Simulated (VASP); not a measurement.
Input of a VASP 6.6.1 run:

Contents of INCAR:

```
SYSTEM = Si
ALGO = Normal
EDIFF = 1E-8
ENCUT = 520
GGA = PE
ISIF = 2
ISMEAR = -1
LASPH = .True.
LCHARG = .False.
LEFG = .True.
LREAL = .False.
LWAVE = .False.
NBANDS = 11
NELM = 60
PREC = Accurate
SIGMA = 0.08
```

Contents of KPOINTS:

```
k-points
0
Gamma
  12 12 12
  0 0 0
```

The input POSCAR:

```
Si
1.0
    0.0000000000      2.7379129186      2.7379129186
    2.7379129186      0.0000000000      2.7379129186
    2.7379129186      2.7379129186      0.0000000000
Si
2
Direct
    0.5000000000      0.5000000000      0.5000000000
    0.7500000000      0.7500000000      0.7500000000
```

Potentials or basis: VASP PAW PBE potentials, release 64 (Si).

Run with:

```bash
$ cat potpaw_PBE.64/Si/POTCAR > POTCAR
$ mpirun -np 1 vasp_std > vasp.out
```

(1) What does it give for the pressure?

(2) Estimate the band gap on the k mesh.

Answers

(1) -0.4 GPa.

(2) 0.62 eV, indirect (least direct gap 2.56 eV).

Caveat: without QUAD_EFG the Cq values of the log hold for a quadrupole moment of 1 mb, not for the nuclei.
